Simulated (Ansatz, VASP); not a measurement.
# C in VASP and in Ansatz

```
C
1.0
     2.49943    0.00000    0.00000
    -1.24971    2.16457    0.00000
     0.00000    0.00000    4.22300
C
4
Direct
  0.33333 0.66667 0.99974
  0.66667 0.33333 0.49974
  0.33333 0.66667 0.37426
  0.66667 0.33333 0.87426
```

Change from the starting cell: strained cell.

Alike in both runs: functional PBEsol; k mesh 9 × 9 × 6; occupations gaussian, width 0.02 eV; no spin polarisation.

Ansatz relaxed the structure, and its values are those at the end. VASP's run is a single point on that final structure, the one shown.

|  | VASP | Ansatz |
| --- | --- | --- |
| version | VASP 6.6.1 | Ansatz 0.2.0 |
| potentials or method | VASP PAW PBE potentials, release 64 (C), cutoff 520 eV | scalar-relativistic, plane waves, PAW |
| valence electrons in the cell | 16 | 16 |

```tsv
	VASP	Ansatz	Ansatz less VASP
gap on the k mesh at the Fermi level (eV)	3.09	3.11	+0.019
least direct gap on the mesh (eV)	4.86	4.86	+0.003
pressure (GPa)	-5.6	-6.7	-1.07
rms of the force components (eV/Å)	0.007	0.000	-0.0065
```

VASP's potentials were made for PBE, not for PBEsol, and Ansatz warns of the same on its side. The functional is the same, so the differences come from potentials, cutoffs and numerics. Ansatz's warnings: stress scf threshold loose.
